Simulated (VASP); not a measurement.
A run of VASP 6.6.1 is set up as follows.

File INCAR:

```
SYSTEM = KTmH4
  PREC = Accurate
  ENCUT = 500
  EDIFF = 1E-6
  ISMEAR = 0
  SIGMA = 0.1
  LREAL = .FALSE.
  LASPH = .TRUE.
  NELM = 200
  ALGO = Normal
  ISIF = 2
  LWAVE = .FALSE.
  LCHARG = .FALSE.
  GGA = PE
  NBANDS = 20
  GGA_COMPAT = .FALSE.
  LMAXMIX = 6
```

KPOINTS

```
Automatic mesh
0
G
  6 6 4
  0 0 0
```

POSCAR

```
KTmH4
1.0
    3.5272908565      0.0000000000      0.0000000000
   -1.7636454283      3.0547234883      0.0000000000
    0.0000000000      0.0000000000      7.2059742362
K Tm H
1 1 4
Direct
    0.0000000000      0.0000000000      0.0000000000
    0.0000000000      0.0000000000      0.5000000000
    0.6666666667      0.3333333333      0.5806567117
    0.6666666667      0.3333333333      0.2515785479
    0.3333333333      0.6666666667      0.7484214521
    0.3333333333      0.6666666667      0.4193432883
```

Potentials or basis: VASP PAW PBE potentials, release 64 (K_sv, Tm_3, H), 4f in core.

The run is started by

```bash
$ cat potpaw_PBE.64/K_sv/POTCAR potpaw_PBE.64/Tm_3/POTCAR potpaw_PBE.64/H/POTCAR > POTCAR
$ mpirun -np 1 vasp_std > vasp.out
```

Problem. Predict the largest force.

Solution. 0.022 eV/Å.

Problem. Estimate the band gap on the k mesh.

Solution. 0.43 eV (least direct gap 1.31 eV).

Problem. Estimate the pressure.

Solution. 0.1 GPa.

Stress tensor (GPa, compression positive):
```
 0.23  0.00  0.00
 0.00  0.23  0.00
 0.00  0.00 -0.18
```

Caveat: spin-orbit coupling is left out, which moves the levels of the heavy elements; the 4f electrons are frozen in the core, so they carry no moment and show no levels. A k mesh can miss the band edges.
